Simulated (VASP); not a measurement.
A run of VASP 6.6.1:

Contents of INCAR:

```
SYSTEM = PbS
PREC = Normal
ENCUT = 350
EDIFF = 1E-5
ISMEAR = 0
SIGMA = 0.01
LREAL = .False.
LASPH = .True.
NELM = 120
ALGO = Normal
ISIF = 2
LWAVE = .False.
LCHARG = .True.
GGA = PS
NBANDS = 50
IBRION = 0
NSW = 10
POTIM = 2.0
TEBEG = 300.0
TEEND = 300.0
ISYM = 0
NELMIN = 4
RANDOM_SEED = 27 0 0
MDALGO = 1
ANDERSEN_PROB = 0.0
GGA_COMPAT = .False.
MAXMIX = 40
```

File KPOINTS:

```
regular mesh
0
Gamma
  2 1 1
  0 0 0
```

The input POSCAR:

```
PbS
1.0
    4.0896980000      0.0000000000      0.0000000000
   -4.0896980000      7.0835640000      0.0000000000
    0.0000000000      0.0000000000      7.5763340000
Pb S
4 4
Direct
    0.0000000000      0.0000000000      0.0000000000
    0.0000000000      0.0000000000      0.5000000000
    0.0000000000      0.5000000000      0.0000000000
    0.0000000000      0.5000000000      0.5000000000
    0.6666666667      0.1666666667      0.2500000000
    0.6666666667      0.1666666667      0.7500000000
    0.6666666667      0.6666666667      0.2500000000
    0.6666666667      0.6666666667      0.7500000000
```

Potentials or basis: VASP PAW PBE potentials, release 64 (Pb_d, S).

Launch:

```sh
$ cat potpaw_PBE.64/Pb_d/POTCAR potpaw_PBE.64/S/POTCAR > POTCAR
$ mpirun -np 1 vasp_std > vasp.out
```

Hardware: 1 thread of Intel(R) Xeon(R) Platinum 8375C CPU @ 2.90GHz (Ice Lake), on a shared host.

**Question.** How long does it take, and how much memory?

**Answer.** It took 52 s on 1 thread of Intel(R) Xeon(R) Platinum 8375C CPU @ 2.90GHz (Ice Lake), on a shared host, peak memory 0.19 GiB. Counts: scf iterations 50, k points 2, ion steps 10.
